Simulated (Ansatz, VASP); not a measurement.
KCl: VASP beside Ansatz

```xyz
2
Lattice="0.0000 3.0851 3.1561 3.2271 0.0000 3.1561 3.2271 3.0851 0.0000" Properties=species:S:1:pos:R:3 pbc="T T T"
K     0.0000    0.0000    0.0000
Cl    3.2271    3.0851    3.1561
```

Change from the starting cell: strain +0.0225 x Voigt [1, -1, 0, 0, 0, 0], atoms carried along.

Alike in both runs: task single point; functional r2SCAN; k mesh 6 × 6 × 6; occupations gaussian, width 0.05 eV; no spin polarisation.

```csv
,VASP,Ansatz
version,VASP 6.6.1,Ansatz 0.2.0
potentials or method,"VASP PAW PBE potentials, release 64 (K_sv, Cl), cutoff 550 eV","scalar-relativistic, plane waves, PAW"
valence electrons in the cell,16,16
```

|  | VASP | Ansatz | Ansatz less VASP |
| --- | --- | --- | --- |
| gap on the k mesh at the Fermi level (eV) | 5.77 | 5.77 | -0.003 |
| least direct gap on the mesh (eV) | 5.77 | 5.77 | -0.003 |
| pressure (GPa) | -0.1 | -0.1 | -0.01 |
| traceless stress, the component that is largest in VASP (GPa) | 0.93 | 0.91 | -0.013 |

VASP's potentials were made for PBE, not for r2SCAN. With one functional, cell and mesh, what is left measures potentials, basis and numerics.
